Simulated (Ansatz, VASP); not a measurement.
## Ti: VASP beside Ansatz

```
Ti
1.0
     0.00000    2.05648    2.05648
     2.05648    0.00000    2.05648
     2.05648    2.05648    0.00000
Ti
1
Direct
  0.00000 0.00000 0.00000
```

Alike in both runs: task single point; functional PBE; k mesh 14 × 14 × 14; occupations fermi-dirac, width 0.05 eV; no spin polarisation; Hubbard terms Ti d U = 1.0 eV.

```csv
,VASP,Ansatz
version,VASP 6.6.1,Ansatz 0.2.0
potentials or method,"VASP PAW PBE potentials, release 64 (Ti_sv), cutoff 500 eV","all-electron LAPW, scalar-relativistic"
```

```tsv
	VASP	Ansatz	Ansatz less VASP
gap on the k mesh at the Fermi level (eV)	none	none	-
pressure (GPa)	2.2	1.6	-0.57
```

The programs project onto different local orbitals, so the same U acts differently, and such runs can settle in different states. A gap of «none» marks a metal or a gap that the smearing closes. Ansatz ran all-electron here, and VASP with PAW potentials. Ansatz's warnings: filled band counts differ across k points.
